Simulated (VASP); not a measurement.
# Ru in VASP: notebook, part 2 of 2

VASP 6.6.1.

### Step 4. Single point, PBEsol

This run uses another cell than the first one: it holds 3 atoms, not 1.

INCAR

```
PREC = Accurate
ENCUT = 520
EDIFF = 1E-7
ISMEAR = 0
SIGMA = 0.1
LREAL = False
LASPH = True
NELM = 60
ALGO = Fast
ISIF = 2
LWAVE = False
LCHARG = False
GGA = PS
NBANDS = 28
```

KPOINTS

```
regular mesh
0
Gamma
  16 16 16
```

POSCAR

```
Ru
1.0
    0.0000000000      1.8845366378     -1.8845366378
    3.7664298862      0.0000000000      0.0000000000
   -1.8832149431     -3.7691869671     -1.8846503293
Ru
3
Direct
    0.3333333333      0.3333333333      0.6666666667
    0.6666666667      0.6666666667      0.3333333333
    0.0000000000      0.0000000000      0.0000000000
```

Potentials or basis: VASP PAW PBE potentials, release 64 (Ru_pv).

Launch:

```
$ cat potpaw_PBE.64/Ru_pv/POTCAR > POTCAR
$ mpirun -np 1 vasp_std > vasp.out
```

OUTCAR:

```text
PREC = Accurate
   ENCUT = 520
   EDIFF = 1E-7
   ISMEAR = 0
   LREAL = False
   LASPH = True
   NELM = 60
   ISIF = 2
   GGA = PS

 ion  position               nearest neighbor table
   1  0.333  0.333  0.667-   3 2.66   2 2.66   3 2.66   3 2.66   2 2.66   3 2.66   2 2.66   2 2.66
                             2 2.67   3 2.67
   2  0.667  0.667  0.333-   3 2.66   1 2.66   3 2.66   3 2.66   1 2.66   3 2.66   1 2.66   1 2.66
                             1 2.67   3 2.67
   3  0.000  0.000  0.000-   1 2.66   2 2.66   2 2.66   1 2.66   1 2.66   2 2.66   2 2.66   1 2.66
                             2 2.67   1 2.67
[... 8 lines left out ...]
 A1 = (   1.8832149431,   3.7691869671,   1.8846503293)
 A2 = (  -1.8832149431,   1.8846503293,   3.7691869671)
 A3 = (   1.8832149431,  -3.7691869671,  -1.8846503293)

Analysis of symmetry for initial positions (statically):
=====================================================================
 Subroutine PRICEL returns following result:

  LATTYP: Found a body centered orthorhombic cell.
 ALAT       =     2.6651372716
 B/A-ratio  =     1.0000402193
 C/A-ratio  =     1.4132217227

  Lattice vectors:

 A1 = (  -1.8832149429,  -1.8845745348,  -0.0000378972)
 A2 = (  -1.8832149433,   1.8845745348,   0.0000378972)
[... 179 lines left out ...]
  ---------------------------------------------------
  free energy    TOTEN  =       -30.16364398 eV

  energy without entropy =      -30.14719180  energy(sigma->0) =      -30.15541789

 E-fermi :  12.8883     XC(G=0): -14.3721

 val. band max:       12.8876613766   @ k =   0.0000   0.2500   0.1875
 cond. band min:      12.8891201115   @ k =  -0.3750   0.1875   0.0625
 fundamental gap:      0.0014587349
 Fermi energy:        12.8883260619

 k-point     1 :       0.0000    0.0000    0.0000
  band No.  band energies     occupation
      1     -30.2519      2.00000
      2     -30.2519      2.00000
      3     -30.2446      2.00000
      4     -30.2446      2.00000
      5     -29.7633      2.00000
      6     -29.7633      2.00000
[... 733 lines left out ...]
     27      21.4752      0.00000
     28      23.2593      0.00000

 [... further k-points ...]
[... 5 lines left out ...]
  --------------------------------------------------------------------------------------
  -------------------------------------------------------------------------------------
  Total        0.0125093     -0.0002170     -0.0002170      0.0000000     -0.0009472      0.0000000
  in kB        0.4994185     -0.0086623     -0.0086623      0.0000000     -0.0378170      0.0000000
  external PRESSURE =       0.1606979 kB  Pullay stress =       0.0000000 kB

 VOLUME and BASIS-vectors are now :
 -----------------------------------------------------------------------------
  energy-cutoff  :      520.00
  volume of cell :       40.13
      direct lattice vectors                 reciprocal lattice vectors
     0.000000000  1.884536638 -1.884536638     0.000000000  0.176881696 -0.353752721
     3.766429886  0.000000000  0.000000000     0.265503416 -0.088435513 -0.088435513
    -1.883214943 -3.769186967 -1.884650329     0.000000000 -0.176871025 -0.176871025

 POSITION                                       TOTAL-FORCE (eV/Angst)
 -----------------------------------------------------------------------------------
     -0.00000     -1.88461     -1.88461        -0.000000      0.000000     -0.000000
      1.88321     -0.00004     -1.88457        -0.000000      0.000000      0.000000
      0.00000      0.00000      0.00000         0.000000     -0.000000     -0.000000
 -----------------------------------------------------------------------------------
    total drift:                               -0.000000      0.000000     -0.000000

  FREE ENERGIE OF THE ION-ELECTRON SYSTEM (eV)
  ---------------------------------------------------
  free  energy   TOTEN  =       -30.1636439837 eV

  energy  without entropy=      -30.1471917979  energy(sigma->0) =      -30.15541789
```

stdout:

```text
POSCAR found type information on POSCAR Ru
 POSCAR found :  1 types and       3 ions
 scaLAPACK will be used
 -----------------------------------------------------------------------------
|                                                                             |
|                                                                             |
|     You enforced a specific xc type in the INCAR file but a different       |
|     I HOPE YOU KNOW WHAT YOU ARE DOING!                                     |
|                                                                             |
 -----------------------------------------------------------------------------

 LDA part: xc-table for (Slater+PW92), standard interpolation
 POSCAR, INCAR and KPOINTS ok, starting setup
 FFT: planning ... GRIDC
 FFT: planning ... GRID_SOFT
 FFT: planning ... GRID
 WAVECAR not read
 entering main loop
WARNING in EDDRMM: call to ZHEGV failed, returncode =   6  3     28
```

It took 9.3 min on 1 thread of Oxide Virtual Turin-like, shared host; peak memory 0.52 GiB.

Results:

```
Free energy            : -30.1636 eV
Pressure               : 0.0 GPa
Band gap on the k mesh : zero (band 21 reaches 14.19 eV, above the bottom of band 22 at 11.51 eV)
```

Levels at points of the mesh, in eV from the Fermi level:
| k point | band 18 | band 19 | band 20 | band 21 | band 22 | band 23 | band 24 | band 25 |
| --- | --- | --- | --- | --- | --- | --- | --- | --- |
| (0.00, 0.00, 0.00) | -2.51 | -2.51 | -0.51 | -0.51 | -0.13 | -0.12 | 0.99 | 0.99 |
| (0.50, 0.00, 0.00) | -0.08 | -0.08 | 0.54 | 0.54 | 1.76 | 2.32 | 2.33 | 3.65 |
| (0.00, 0.50, 0.00) | -2.51 | -1.42 | -1.42 | 0.71 | 0.71 | 0.98 | 1.14 | 1.14 |
| (0.50, 0.50, 0.00) | -2.77 | -0.74 | -0.74 | 0.98 | 1.61 | 1.61 | 1.79 | 1.80 |
| (0.00, 0.00, 0.50) | -1.51 | -1.51 | -1.21 | -1.21 | 1.34 | 1.34 | 1.76 | 2.33 |

Caveat: the PAW data sets were made with another functional, which shifts forces and pressure a little.

### Step 5. Summary

```csv
task,cell,k mesh,cutoff (eV),gap on the mesh (eV),pressure (GPa)
relaxation of cell and atoms,"relaxed from a = 2.724 Å, angles 60.0°, 1 atom",8 × 8 × 8,600,none,-0.4
single point,"a = 2.665 Å, angles 60.0°, 1 atom",20 × 20 × 20,520,none,0.0
single point,"a = 2.665, b = 3.766, c = 4.616 Å, angles 114.1, 106.8, 90.0°, 3 atoms",16 × 16 × 16,520,none,0.0
```

Alike in all rows: level PBEsol; potentials or basis VASP PAW PBE potentials, release 64 (Ru_pv); no spin polarisation; smearing gaussian 0.1 eV.

Caveats: the PAW data sets were made with another functional, which shifts forces and pressure a little.

Absolute energies hang on the potentials; compare differences alone.
